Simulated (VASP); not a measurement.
# Si16N (a cell with a defect) in VASP: further runs

The runs below take Si16N (a cell with a defect) through single point, with PBE.

Program: VASP 6.6.1. These are calculated values, not measurements. Logs are shortened: lines on timing, memory, paths and dates and some standing lists are left out, and cuts for length are marked.

### Step 1. The cell of the first run

The cell holds a defect, 17 atoms: a = 7.679 Å, b = 7.679 Å, c = 7.679 Å, α = 60.00°, β = 60.00°, γ = 60.00°.

### Step 2. Single point, PBE, collinear spin, ferromagnetic start

Input file INCAR:

```
PREC = Accurate ; ENCUT = 520
EDIFF = 1E-6 ; ISMEAR = -1
SIGMA = 0.05 ; LREAL = Auto
LASPH = T ; NELM = 150
ALGO = Normal ; ISIF = 2
LWAVE = F ; LCHARG = T
ISPIN = 2 ; MAGMOM = 0 0 0 0 0 0 0 0 0 0 0 0 0 0 0 0 1
LORBIT = 11 ; GGA = PE
LELF = T ; LVHAR = T
NBANDS = 52
```

Input file KPOINTS:

```
regular mesh
0
Gamma
  2 2 2
```

Input file POSCAR:

```
Si16N
1.0
    0.0000000000      5.4300000000      5.4300000000
    5.4300000000      0.0000000000      5.4300000000
    5.4300000000      5.4300000000      0.0000000000
Si N
16 1
Direct
    0.0026795580     -0.0147053407     -0.0380018416
    0.1499815838      0.0982320442      0.0781952118
    0.0230570902      0.0292081031      0.4173112339
    0.1567403315      0.1502025783      0.6170165746
   -0.0322744015      0.4971362799      0.0133609576
    0.0946500921      0.6114272560      0.1626243094
   -0.0025138122      0.5152946593      0.5087200737
    0.1473848987      0.6542357274      0.6315469613
    0.5014180479     -0.0695027624      0.0253406998
    0.6527900552      0.0430478821      0.1260865562
    0.5428084715      0.0048895028      0.4669337017
    0.6036832413      0.1725782689      0.6726519337
    0.4714088398      0.4193093923      0.0373572744
    0.6201933702      0.5323480663      0.1646500921
    0.5273020258      0.5251841621      0.5004880295
    0.6332044199      0.6224309392      0.6556169429
    0.7256906077      1.0790791897      0.4563535912
```

Potentials or basis: VASP PAW PBE potentials, release 64 (Si, N).

Started as:

```console
$ cat potpaw_PBE.64/Si/POTCAR potpaw_PBE.64/N/POTCAR > POTCAR
$ mpirun -np 1 vasp_std > vasp.out
```

OUTCAR:

```text
PREC = Accurate
   ENCUT = 520
   EDIFF = 1E-6
   ISMEAR = -1
   LREAL = Auto
   LASPH = T
   NELM = 150
   ISIF = 2
   ISPIN = 2
   LORBIT = 11
   GGA = PE

 ion  position               nearest neighbor table
   1  0.003  0.985  0.962-  10 2.23   4 2.24   2 2.36   6 2.40
   2  0.150  0.098  0.078-   3 2.15   9 2.25   1 2.36   5 2.54
   3  0.023  0.029  0.417-  17 2.00   2 2.15   8 2.45  12 2.78   4 2.87
   4  0.157  0.150  0.617-   1 2.24   7 2.30  11 2.43   3 2.87
   5  0.968  0.497  0.013-  14 2.24   6 2.45   8 2.46   2 2.54
   6  0.095  0.611  0.163-   7 2.18   1 2.40  13 2.42   5 2.45
   7  0.997  0.515  0.509-   6 2.18  16 2.29   4 2.30   8 2.58
   8  0.147  0.654  0.632-  15 2.38   3 2.45   5 2.46   7 2.58
   9  0.501  0.930  0.025-   2 2.25  10 2.30  12 2.39  14 2.50
  10  0.653  0.043  0.126-  11 2.22   1 2.23   9 2.30  13 2.39
  11  0.543  0.005  0.467-  17 1.72  10 2.22  16 2.43   4 2.43  12 2.78
  12  0.604  0.173  0.673-  17 1.77  15 2.24   9 2.39   3 2.78  11 2.78
  13  0.471  0.419  0.037-  10 2.39   6 2.42  14 2.44  16 2.51
  14  0.620  0.532  0.165-   5 2.24  15 2.28  13 2.44   9 2.50
  15  0.527  0.525  0.500-  12 2.24  16 2.26  14 2.28   8 2.38
  16  0.633  0.622  0.656-  15 2.26   7 2.29  11 2.43  13 2.51
  17  0.726  0.079  0.456-  11 1.72  12 1.77   3 2.00

  LATTYP: Found a face centered cubic cell.
 ALAT       =    10.8600000000

  Lattice vectors:

 A1 = (   0.0000000000,   5.4300000000,   5.4300000000)
 A2 = (   5.4300000000,   0.0000000000,   5.4300000000)
 A3 = (   5.4300000000,   5.4300000000,   0.0000000000)

Analysis of symmetry for initial positions (statically):
=====================================================================
 Subroutine PRICEL returns:
 Original cell was already a primitive cell.

 Routine SETGRP: Setting up the symmetry group for a
 face centered cubic supercell.

 Subroutine GETGRP returns: Found  1 space group operations
 (whereof  1 operations were pure point group operations)
 out of a pool of 48 trial point group operations.

The static configuration has the point symmetry C_1 .

Analysis of symmetry for dynamics (positions and initial velocities):
=====================================================================
 Subroutine PRICEL returns:
 Original cell was already a primitive cell.

 Routine SETGRP: Setting up the symmetry group for a
 face centered cubic supercell.

 Subroutine GETGRP returns: Found  1 space group operations
 (whereof  1 operations were pure point group operations)
 out of a pool of 48 trial point group operations.

The dynamic configuration has the point symmetry C_1 .

Analysis of structural, dynamic, and magnetic symmetry:
=====================================================================
 Subroutine PRICEL returns:
 Original cell was already a primitive cell.

 Routine SETGRP: Setting up the symmetry group for a
 face centered cubic supercell.

 Subroutine GETGRP returns: Found  1 space group operations
 (whereof  1 operations were pure point group operations)
 out of a pool of 48 trial point group operations.

The overall configuration has the point symmetry C_1 .

 Subroutine INISYM returns: Found  1 space group operations
 (whereof  1 operations are pure point group operations),
 and found     1 'primitive' translations

----------------------------------------------------------------------------------------

                                     Primitive cell

  volume of cell :     320.2060

  direct lattice vectors                    reciprocal lattice vectors
     0.000000000  5.430000000  5.430000000    -0.092081031  0.092081031  0.092081031
     5.430000000  0.000000000  5.430000000     0.092081031 -0.092081031  0.092081031
     5.430000000  5.430000000  0.000000000     0.092081031  0.092081031 -0.092081031

  length of vectors
     7.679179644  7.679179644  7.679179644     0.159489025  0.159489025  0.159489025

  position of ions in fractional coordinates (direct lattice)
     0.002679558  0.985294659  0.961998158
     0.149981584  0.098232044  0.078195212
     0.023057090  0.029208103  0.417311234
     0.156740332  0.150202578  0.617016575
     0.967725599  0.497136280  0.013360958
     0.094650092  0.611427256  0.162624309
[... 9 lines left out ...]
     0.633204420  0.622430939  0.655616943
     0.725690608  0.079079190  0.456353591

  ion indices of the primitive-cell ions
   primitive index   ion index
                 1           1
                 2           2
                 3           3
                 4           4
                 5           5
                 6           6
[... 9 lines left out ...]
                16          16
                17          17

----------------------------------------------------------------------------------------

 KPOINTS: regular mesh

Automatic generation of k-mesh.
 Grid dimensions read from file:
 generate k-points for:    2    2    2

 Generating k-lattice:

[... 69 lines left out ...]
   GGA     = PE    functional components
   LHFCALC =     F    Hartree Fock is set to
   AEXX    =    0.0000 exact exchange contribution
   IVDW    =     0    specifies the selected vdW correction
   LEPSILON=     F    determine dielectric tensor
   LRPA    =     F    only Hartree local field effects (RPA)
 spin polarized calculation
  energy-cutoff  :      520.00
  volume of cell :      320.21
 maximum number of plane-waves:      8646
 NGX is ok and might be reduce to    60
   NGX = 29   NGY = 29   NGZ = 29

 number of electron      69.0000000 magnetization       0.0035255

 Free energy of the ion-electron system (eV)
  ---------------------------------------------------
  ext. energy  EPLUGINS =         0.00000000
  ---------------------------------------------------
  free energy    TOTEN  =       -89.34161536 eV

  energy without entropy =      -89.30244151  energy(sigma->0) =      -89.32202844

 E-fermi :   6.3994     XC(G=0):  -9.6096

 val. band max:        6.3303827846   @ k =   0.0000   0.5000   0.0000
 cond. band min:       6.4007646230   @ k =   0.5000   0.5000   0.5000
 fundamental gap:      0.0703818384
 Fermi energy:         6.3993708546

 spin component 1

 k-point     1 :       0.0000    0.0000    0.0000
  band No.  band energies     occupation
      1     -10.1808      1.00000
      2      -5.7408      1.00000
      3      -4.1421      1.00000
      4      -3.9719      1.00000
      5      -3.6902      1.00000
      6      -3.0351      1.00000
[... 38 lines left out ...]
     45       8.0622      0.00000
     46       8.5010      0.00000
[... 301 lines left out ...]
      5      -4.1966      1.00000
      6      -3.8892      1.00000
[... 38 lines left out ...]
     45       9.7564      0.00000
     46      10.0078      0.00000
 Fermi energy:         6.3993708546

 spin component 2

 k-point     1 :       0.0000    0.0000    0.0000
  band No.  band energies     occupation
      1     -10.1805      1.00000
      2      -5.7407      1.00000
      3      -4.1419      1.00000
      4      -3.9718      1.00000
      5      -3.6900      1.00000
      6      -3.0348      1.00000
[... 38 lines left out ...]
     45       8.0624      0.00000
     46       8.5012      0.00000
[... 301 lines left out ...]
      5      -4.1964      1.00000
      6      -3.8890      1.00000
[... 38 lines left out ...]
     45       9.7567      0.00000
     46      10.0081      0.00000
 [bands above 46 left out]

------------------------ aborting loop because EDIFF is reached ----------------------------------------

  FORCE on cell =-STRESS in cart. coord.  units (eV):
  Direction    XX          YY          ZZ          XY          YZ          ZX
  --------------------------------------------------------------------------------------
  -------------------------------------------------------------------------------------
  Total       11.4286337      4.1136870      2.8993280      4.4232775     -3.0335291     -4.8547163
  in kB       57.1841159     20.5831736     14.5070282     22.1322355    -15.1785141    -24.2909752
  external PRESSURE =      30.7581059 kB  Pullay stress =       0.0000000 kB

 VOLUME and BASIS-vectors are now :
 -----------------------------------------------------------------------------
  energy-cutoff  :      520.00
  volume of cell :      320.21
      direct lattice vectors                 reciprocal lattice vectors
     0.000000000  5.430000000  5.430000000    -0.092081031  0.092081031  0.092081031
     5.430000000  0.000000000  5.430000000     0.092081031 -0.092081031  0.092081031
     5.430000000  5.430000000  0.000000000     0.092081031  0.092081031 -0.092081031

 POSITION                                       TOTAL-FORCE (eV/Angst)
 -----------------------------------------------------------------------------------
     10.57380      5.23820      5.36470        -0.253155      1.756988      0.029971
      0.95800      1.23900      1.34780         0.092721     -2.117839      1.302953
      2.42460      2.39120      0.28380         2.174261      1.496596     -2.505155
      4.16600      4.20150      1.66670        -1.554032     -1.235592      0.319984
      2.77200      5.32730      7.95420        -1.269132      1.458281      1.346568
      4.20310      1.39700      3.83400        -2.252794     -1.511112      0.751622
[... 9 lines left out ...]
      6.93980      6.99830      6.81810         1.199024      0.031777     -0.152408
      2.90740      6.41850      4.36990         0.774936      1.260109      1.272572
 -----------------------------------------------------------------------------------
    total drift:                               -0.003219     -0.000805     -0.002011

  FREE ENERGIE OF THE ION-ELECTRON SYSTEM (eV)
  ---------------------------------------------------
  free  energy   TOTEN  =       -89.3416153616 eV

  energy  without entropy=      -89.3024415130  energy(sigma->0) =      -89.32202844

 total charge

# of ion       s       p       d       tot
------------------------------------------
    1        0.748   0.974   0.000   1.722
    2        0.760   0.971   0.000   1.732
    3        0.778   0.824   0.000   1.602
    4        0.769   0.877   0.000   1.647
    5        0.755   0.885   0.000   1.640
    6        0.751   0.933   0.000   1.685
[... 9 lines left out ...]
   16        0.757   0.931   0.000   1.687
   17        1.256   2.543   0.000   3.799
--------------------------------------------------
tot         13.419  17.229   0.000  30.648

 magnetization (x)

# of ion       s       p       d       tot
------------------------------------------
    1        0.000   0.000   0.000   0.000
    2        0.000  -0.000   0.000   0.000
    3        0.000   0.000   0.000   0.000
    4        0.000   0.000   0.000   0.000
    5       -0.000  -0.000   0.000  -0.000
    6        0.000   0.000   0.000   0.000
[... 9 lines left out ...]
   16        0.000   0.000   0.000   0.000
   17        0.000   0.000   0.000   0.000
--------------------------------------------------
tot          0.000   0.001   0.000   0.001
```

It took 5.2 min on 1 thread of AMD EPYC 9R45 (Zen 5), shared host; peak memory 0.68 GiB.

Results:

```
Free energy                                           : -89.3416 eV
Pressure                                              : 3.1 GPa
Largest force                                         : 3.639 eV/Å
Net moment                                            : 0.00 μB per cell
Valence electrons inside the program's atomic spheres : Si 1.72, 1.73, 1.60, 1.65, 1.64, 1.69, 1.61, 1.75, 1.67, 1.66, 1.63, 1.74 (each value once); N 3.80
```

Forces in eV/Å, atoms in the order of the input:
```
Si  -0.253  1.757  0.030
Si   0.093 -2.118  1.303
Si   2.174  1.497 -2.505
Si  -1.554 -1.236  0.320
Si  -1.269  1.458  1.347
Si  -2.253 -1.511  0.752
Si   1.645  2.122  0.233
Si  -0.306 -1.288 -0.823
Si  -1.323  0.342  0.177
Si   0.404 -1.980 -0.181
Si   0.023  1.154 -1.709
Si  -0.835  1.024 -0.703
Si   0.385 -0.100  1.277
Si   0.269 -1.646  0.064
Si   0.826 -0.767 -0.702
Si   1.199  0.032 -0.152
N    0.775  1.260  1.273
```

Caveat: the k points lie up to 0.50 Å⁻¹ apart; the atoms stand as in a frame of molecular dynamics.

### Step 3. Single point, PBE, collinear spin, ferromagnetic start

Input file INCAR:

```
PREC     = Accurate       # precision mode
ENCUT    = 520            # plane-wave cutoff, eV
EDIFF    = 1E-6           # SCF threshold, eV
ISMEAR   = -1             # smearing method
SIGMA    = 0.05           # smearing width, eV
LREAL    = Auto         
LASPH    = T              # aspherical terms in the spheres
NELM     = 150            # most SCF steps
ALGO     = Normal         # electronic algorithm
ISIF     = 2              # what is computed and relaxed
LWAVE    = F              # write WAVECAR
LCHARG   = F              # write CHGCAR
ISPIN    = 2              # spin polarisation
MAGMOM   = 0 0 0 0 0 0 0 0 0 0 0 0 0 0 0 0 1 # initial moments
LORBIT   = 11             # projections on sites
GGA      = PE             # functional
NBANDS   = 52             # bands
```

KPOINTS is that of step 2.

Input file POSCAR:

```
Si16N
1.0
    0.0000000000      5.4300000000      5.4300000000
    5.4300000000      0.0000000000      5.4300000000
    5.4300000000      5.4300000000      0.0000000000
Si N
16 1
Direct
    0.0428821363     -0.0604880295     -0.0317219153
    0.1541344383      0.1049079190      0.0607274401
   -0.0074769797      0.0249723757      0.4692633517
    0.1352486188      0.1858747698      0.5911049724
   -0.0098710866      0.4494843462     -0.0061510129
    0.1193646409      0.5615745856      0.1409300184
    0.0027992634      0.5518784530      0.5504419890
    0.1139502762      0.6802486188      0.6585727440
    0.5307182320     -0.0870718232     -0.0269797422
    0.6562615101      0.0031307551      0.1258011050
    0.5530847145     -0.0110036832      0.4936187845
    0.5624769797      0.2125874770      0.6578913444
    0.5045580110      0.3894751381      0.0373204420
    0.5975046041      0.5543554328      0.1430294659
    0.5032688766      0.5959023941      0.4784438306
    0.6255893186      0.6301381215      0.7000460405
    0.7418232044      1.0897237569      0.4514732965
```

Potentials or basis: VASP PAW PBE potentials, release 64 (Si, N).

Started as:

```console
$ cat potpaw_PBE.64/Si/POTCAR potpaw_PBE.64/N/POTCAR > POTCAR
$ mpirun -np 1 vasp_std > vasp.out
```

It took 4.8 min on 1 thread of AMD EPYC 9R45 (Zen 5), shared host; peak memory 0.68 GiB.

Results (log left out):

- Free energy: -88.8307 eV
- Pressure: -0.6 GPa
- Largest force: 3.486 eV/Å
- Net moment: 0.00 μB per cell
- Valence electrons inside the program's atomic spheres: Si 1.64, 1.69, 1.60, 1.56, 1.68, 1.59, 1.67, 1.73, 1.63, 1.58, 1.66, 1.61, 1.65 (each value once); N 3.80

Forces on the atoms (eV/Å):
```
Si   0.020 -0.800 -0.300
Si  -0.722  2.137 -1.206
Si  -0.075 -1.355  1.092
Si  -0.573  0.863 -0.490
Si   2.357 -0.558  0.514
Si   0.251  0.603  0.295
Si  -2.347 -1.870 -1.774
Si  -0.218  1.595  1.183
Si   0.777 -1.015  0.518
Si   0.815  0.524  1.112
Si  -0.012 -0.737  0.162
Si  -0.226  0.010  0.083
Si   0.085 -0.677 -0.692
Si  -0.238  1.412  0.520
Si   0.064  0.457 -0.965
Si  -0.809 -0.213  0.146
N    0.851 -0.375 -0.198
```

Stress tensor (GPa, compression positive):
```
-0.15  0.13  2.20
 0.13  0.79 -2.13
 2.20 -2.13 -2.31
```

Levels at points of the mesh, in eV from the Fermi level:
Spin up:
```csv
k point,band 31,band 32,band 33,band 34,band 35,band 36,band 37,band 38
"(0.00, 0.00, 0.00)",-1.02,-0.84,-0.82,-0.44,-0.25,0.15,0.23,0.45
"(0.50, 0.00, 0.00)",-1.56,-1.51,-0.84,-0.51,-0.02,0.35,0.49,0.67
"(0.00, 0.50, 0.00)",-1.36,-1.28,-0.68,-0.43,-0.22,0.03,0.71,1.01
"(0.00, 0.00, 0.50)",-1.32,-1.07,-1.03,-0.61,0.34,0.55,0.77,0.94
"(0.50, 0.50, 0.50)",-1.53,-1.15,-0.78,-0.56,0.11,0.21,0.81,0.88
"(0.50, 0.50, 0.00)",-1.42,-1.22,-0.95,-0.67,-0.02,0.59,0.73,1.26
"(0.00, 0.50, 0.50)",-1.67,-1.24,-0.92,-0.55,0.07,0.67,0.81,1.34
"(0.50, 0.00, 0.50)",-1.78,-1.25,-1.19,-0.90,0.10,0.95,1.18,1.34
```
Spin down:
```tsv
k point	band 30	band 31	band 32	band 33	band 34	band 35	band 36	band 37	band 38	band 39
(0.00, 0.00, 0.00)	-1.19	-1.02	-0.84	-0.82	-0.44	-0.25	0.15	0.23	0.45	0.66
(0.50, 0.00, 0.00)	-1.80	-1.56	-1.51	-0.84	-0.51	-0.02	0.35	0.49	0.67	0.95
(0.00, 0.50, 0.00)	-1.68	-1.36	-1.28	-0.68	-0.43	-0.22	0.03	0.71	1.01	1.33
(0.00, 0.00, 0.50)	-1.57	-1.32	-1.07	-1.03	-0.61	0.34	0.55	0.77	0.94	1.04
(0.50, 0.50, 0.50)	-1.62	-1.53	-1.15	-0.78	-0.56	0.11	0.21	0.81	0.88	1.24
(0.50, 0.50, 0.00)	-1.61	-1.42	-1.22	-0.95	-0.67	-0.02	0.59	0.73	1.26	1.83
(0.00, 0.50, 0.50)	-1.85	-1.67	-1.24	-0.92	-0.55	0.07	0.67	0.81	1.34	1.39
(0.50, 0.00, 0.50)	-2.00	-1.78	-1.25	-1.19	-0.90	0.10	0.95	1.18	1.34	1.64
```

Caveat: the k points lie up to 0.50 Å⁻¹ apart; the atoms stand as in a frame of molecular dynamics.
